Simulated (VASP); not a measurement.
Input of a VASP 6.6.1 run:

INCAR

```
ALGO     = Normal         # electronic algorithm
DIPOL    = 0.5 0.5 0.500
EDIFF    = 1E-6           # SCF threshold, eV
ENCUT    = 520            # plane-wave cutoff, eV
GGA      = PE             # functional
IDIPOL   = 3            
ISIF     = 2              # what is computed and relaxed
ISMEAR   = 0              # smearing method
IVDW     = 12             # dispersion correction
LASPH    = True           # aspherical terms in the spheres
LCHARG   = False          # write CHGCAR
LDIPOL   = True         
LREAL    = False          # projectors in reciprocal space
LWAVE    = False          # write WAVECAR
NBANDS   = 20             # bands
NELM     = 80             # most SCF steps
PREC     = Accurate       # precision mode
SIGMA    = 0.02           # smearing width, eV
```

File KPOINTS:

```
k-points
0
Gamma
  12 12 1
```

The input POSCAR:

```
WS2
1.0
    3.1597787811      0.0000000000      0.0000000000
   -1.5798893906      2.7364486948      0.0000000000
    0.0000000000      0.0000000000     32.2909956605
S W
2 1
Direct
    0.3333333333      0.6666666667      0.4512036613
    0.3333333333      0.6666666667      0.5488089752
    0.6666666667      0.3333333333      0.5000057302
```

Potentials or basis: VASP PAW PBE potentials, release 64 (S, W_sv).

The run is started by

```bash
$ cat potpaw_PBE.64/S/POTCAR potpaw_PBE.64/W_sv/POTCAR > POTCAR
$ mpirun -np 1 vasp_std > vasp.out
```

Problem. Predict the dispersion energy per atom.

Solution. -0.310 eV.

Problem. Predict the band gap on the k mesh.

Solution. 1.92 eV.

Forces on the atoms (eV/Å):
```
S    0.000  0.000 -0.005
S    0.000  0.000  0.005
W    0.000  0.000  0.000
```

Caveat: the cell differs from its parent crystal (atoms taken out); spin-orbit coupling is left out, which moves the levels of the heavy elements.
